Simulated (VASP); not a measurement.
Here is a VASP 6.6.1 calculation.

INCAR

```
PREC     = Accurate       # precision mode
ENCUT    = 520            # plane-wave cutoff, eV
EDIFF    = 1E-7           # SCF threshold, eV
ISMEAR   = -1             # smearing method
SIGMA    = 0.08           # smearing width, eV
LREAL    = False          # projectors in reciprocal space
LASPH    = True           # aspherical terms in the spheres
NELM     = 100            # most SCF steps
ALGO     = Normal         # electronic algorithm
ISIF     = 2              # what is computed and relaxed
LWAVE    = False          # write WAVECAR
LCHARG   = True           # write CHGCAR
GGA      = CA             # functional
LELF     = True           # ELF
LVHAR    = True         
NBANDS   = 21             # bands
```

The input KPOINTS:

```
Automatic mesh
0
Gamma
  13 13 13
```

The input POSCAR:

```
W
1.0
    3.1348320013      0.0000000000      0.0000000000
    0.0000000000      3.1348320013      0.0000000000
    0.0000000000      0.0000000000      3.1348320013
W
2
Direct
    0.0000000000      0.0000000000      0.0000000000
    0.5000000000      0.5000000000      0.5000000000
```

Potentials or basis: VASP PAW LDA potentials, release 64 (W_sv).

Launch:

```bash
$ cat potpaw_LDA.64/W_sv/POTCAR > POTCAR
$ mpirun -np 1 vasp_std > vasp.out
```

**Question.** What does it give for the band gap on the k mesh?

**Answer.** Zero (bands 14 and 15 overlap by 1.14 eV).

**Question.** What does it give for the pressure?

**Answer.** 2.2 GPa.

Caveat: spin-orbit coupling is left out, which moves the levels of the heavy elements.
